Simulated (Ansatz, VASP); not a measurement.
## Bi in VASP and in Ansatz

```
Bi
1.0
    -1.66877    1.66877    2.25017
     1.66877   -1.66877    2.25017
     1.66877    1.66877   -2.25017
Bi
1
Direct
  0.00000 0.00000 0.00000
```

Alike in both runs: task single point; functional PBEsol; dispersion D3(BJ); k mesh 18 × 18 × 18; occupations gaussian, width 0.15 eV; no spin polarisation.

|  | VASP | Ansatz |
| --- | --- | --- |
| version | VASP 6.6.1 | Ansatz 0.2.0 |
| potentials or method | VASP PAW PBE potentials, release 64 (Bi_d), cutoff 520 eV | scalar-relativistic, plane waves, PAW |
| valence electrons in the cell | 15 | 15 |

|  | VASP | Ansatz | Ansatz less VASP |
| --- | --- | --- | --- |
| gap on the k mesh at the Fermi level (eV) | none | none | - |
| pressure (GPa) | 12.4 | 12.5 | +0.06 |
| traceless stress, the component that is largest in VASP (GPa) | -0.52 | -0.53 | -0.005 |

VASP's potentials were made for PBE, not for PBEsol. A gap of «none» marks a metal or a gap that the smearing closes.

Neither program's run includes spin-orbit coupling.
